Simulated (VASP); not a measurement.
**Mo: single point with LDA**

Mo:

```
CELL_PARAMETERS angstrom
-2.25555 2.25555 1.18084
2.25555 -2.25555 1.18084
2.25555 2.25555 -1.18084
ATOMIC_POSITIONS crystal
Mo 0.62500 0.87500 0.75000
Mo 0.37500 0.12500 0.25000
```

```yaml
Program: VASP 6.6.1
Task: single point
Functional: LDA
Potentials_or_basis: VASP PAW LDA potentials, release 64 (Mo_sv)
Cutoff: 520 eV
k_mesh: 18 × 18 × 18
Occupations: fermi-dirac, width 0.05 eV
Spin: no spin polarisation
```

```
Pressure               : 123.4 GPa
Band gap on the k mesh : zero (bands 14 and 15 overlap by 4.33 eV)
```

Stress tensor (GPa, compression positive):
```
123.34   0.00   0.00
  0.00 123.34   0.00
  0.00   0.00 123.46
```

Levels at points of the mesh, in eV from the Fermi level:
```
           k point  band 10  band 11  band 12  band 13  band 14  band 15  band 16  band 17  band 18  band 19
(0.00, 0.00, 0.00)    -7.59    -5.74    -4.80    -4.30     2.10     2.10     2.25     2.25     6.04     8.45
(0.50, 0.00, 0.00)    -6.71    -4.96    -2.92    -1.44    -0.68     1.81     2.01     4.30     4.73     9.54
(0.50, 0.50, 0.00)    -5.62    -4.05    -4.05    -1.47    -1.47     1.74     1.74     3.85     3.85     4.20
(0.50, 0.50, 0.50)    -5.38    -3.68    -3.68     0.70     0.70     0.76     0.76     3.10     3.10     3.48
```

Wall time 4.2 min on 1 thread of Intel Xeon 8259CL (shared host), peak memory 0.3 GiB.

Caveat: the cell stands under pressure.
